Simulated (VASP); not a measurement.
SiC:

```
Si C
1.0
     0.00000    2.17805    2.17805
     2.17805    0.00000    2.17805
     2.17805    2.17805    0.00000
Si C
1 1
Direct
  0.00000 0.00000 0.00000
  0.25000 0.25000 0.25000
```

Program: VASP 6.6.1. Alike in all runs: task single point; potentials or basis VASP PAW PBE potentials, release 64 (Si, C); no spin polarisation; cell as given; cutoff (eV) 520. Hardware: 1 thread of AMD EPYC 7R43 64-Core Processor (Zen 3), with other jobs on the host.

**Question.** Order these runs on this cell by their wall time, lowest first.
A. level PBE; k mesh 8 × 8 × 8; smearing gaussian 0.5 eV
B. level PBE; k mesh 2 × 2 × 2; smearing gaussian 0.01 eV
C. level PBE-based screened hybrid; k mesh 4 × 4 × 4; smearing gaussian 0.01 eV; grid for exact exchange (PRECFOCK) Normal; share of exact exchange 0.5; screening parameter 0.1 1/Å

**Answer.** B (4.4 s), A (13 s), C (130 s).

Caveats: some runs use coarse meshes.
